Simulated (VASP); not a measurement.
The system is C.

```
C
1.0
     4.25517    0.00000    0.00000
     0.00000    4.25517    0.00000
     0.00000    0.00000    1.28229
C
1
Cartesian
  2.1276 2.1276 0.6411
```

| Quantity | Value |
| --- | --- |
| Program | VASP 6.6.1 |
| Task | relaxation of cell and atoms |
| Functional | PBE |
| Potentials or basis | VASP PAW PBE potentials, release 64 (C) |
| Cutoff | 600 eV |
| k mesh | 6 × 6 × 20 |
| Occupations | fermi-dirac, width 0.05 eV |
| Spin | no spin polarisation |

At the start: pressure -0.0 GPa; volume 23.22 Å³/atom.

How do energy, volume and symmetry change on relaxing?

Over 26 steps the energy falls by 29.7 meV/atom and the volume is 15.44 Å³/atom (-33.5 %); space group P4/mmm (No. 123, to 0.05 Å).

The path:
| step | energy change (eV) | largest force (eV/Å) | pressure (GPa) | volume (Å³) |
| --- | --- | --- | --- | --- |
| 1 | 0.0000 | 0.0000 | -0.01 | 23.22 |
| 2 | 0.0014 | 0.0000 | -1.96 | 23.21 |
| 3 | -0.0002 | 0.0000 | -0.53 | 23.22 |
| 4 | -0.0009 | 0.0000 | -0.59 | 22.99 |
| 5 | -0.0033 | 0.0000 | -0.74 | 22.33 |
| 6 | -0.0086 | 0.0000 | -1.08 | 21.02 |
| 7 | -0.0197 | 0.0000 | -1.71 | 18.53 |
| 8 | -0.0205 | 0.0000 | -2.42 | 14.01 |
| 9 | -0.0261 | 0.0000 | -2.14 | 16.82 |
| 10 | -0.0275 | 0.0000 | -2.41 | 15.36 |
| 11 | -0.0277 | 0.0000 | -2.34 | 15.88 |
| 12 | -0.0280 | 0.0000 | -2.15 | 15.82 |
| 13 | -0.0288 | 0.0000 | -1.63 | 15.63 |
| 14 | -0.0295 | 0.0000 | -0.56 | 15.27 |
| 15 | -0.0295 | 0.0000 | -0.35 | 15.21 |
| 16 | -0.0295 | 0.0000 | -0.44 | 15.23 |
| 17 | -0.0295 | 0.0000 | -0.41 | 15.26 |
| 18 | -0.0296 | 0.0000 | -0.35 | 15.34 |
| 19 | -0.0297 | 0.0000 | -0.17 | 15.50 |
| 20 | -0.0297 | 0.0000 | -0.16 | 15.39 |
| 21 | -0.0297 | 0.0000 | -0.18 | 15.46 |
| 22 | -0.0297 | 0.0000 | -0.16 | 15.45 |
| 23 | -0.0297 | 0.0000 | -0.07 | 15.43 |
| 24 | -0.0297 | 0.0000 | -0.04 | 15.43 |
| 25 | -0.0297 | 0.0000 | -0.02 | 15.43 |
| 26 | -0.0297 | 0.0000 | 0.00 | 15.44 |

Final structure:
```
CELL_PARAMETERS angstrom
3.46859 0.00000 0.00000
0.00000 3.46859 0.00000
0.00000 0.00000 1.28303
ATOMIC_POSITIONS crystal
C 0.50000 0.50000 0.50000
```

Caveat: the volume moved by over 15 % at a fixed basis, so the end points are rough.
